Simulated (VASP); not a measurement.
# Nb: single point with PBE

Nb:

```
Nb
1.0
     0.00000    2.09494    2.09494
     2.09494    0.00000    2.09494
     2.09494    2.09494    0.00000
Nb
1
Direct
  0.00000 0.00000 0.00000
```

- Program: VASP 6.6.1
- Task: single point
- Functional: PBE
- Potentials or basis: VASP PAW PBE potentials, release 64 (Nb_sv)
- Cutoff: 520 eV
- k mesh: 22 × 22 × 22
- Occupations: fermi-dirac, width 0.0612256 eV
- Spin: no spin polarisation
- Dipole correction: no
- Further INCAR settings: ALGO = Normal; EDIFF = 1e-06; NBANDS = 12

- Pressure: 3.2 GPa

Levels at points of the mesh, in eV from the Fermi level:
| k point | band 2 | band 3 | band 4 | band 5 | band 6 | band 7 | band 8 | band 9 | band 10 | band 11 |
| --- | --- | --- | --- | --- | --- | --- | --- | --- | --- | --- |
| (0.00, 0.00, 0.00) | -30.12 | -30.12 | -30.12 | -6.28 | 0.09 | 0.09 | 0.09 | 2.76 | 2.76 | 11.84 |
| (0.50, 0.00, 0.00) | -31.39 | -30.29 | -30.29 | -3.92 | -0.10 | -0.10 | 1.44 | 4.77 | 4.77 | 10.73 |
| (0.50, 0.50, 0.00) | -31.30 | -30.57 | -30.57 | -4.17 | -3.42 | 3.70 | 4.76 | 5.35 | 5.35 | 11.42 |

Wall time 81 s on 1 thread of AMD EPYC 7R13 Processor (Zen 3), with other jobs on the host, peak memory 0.16 GiB.
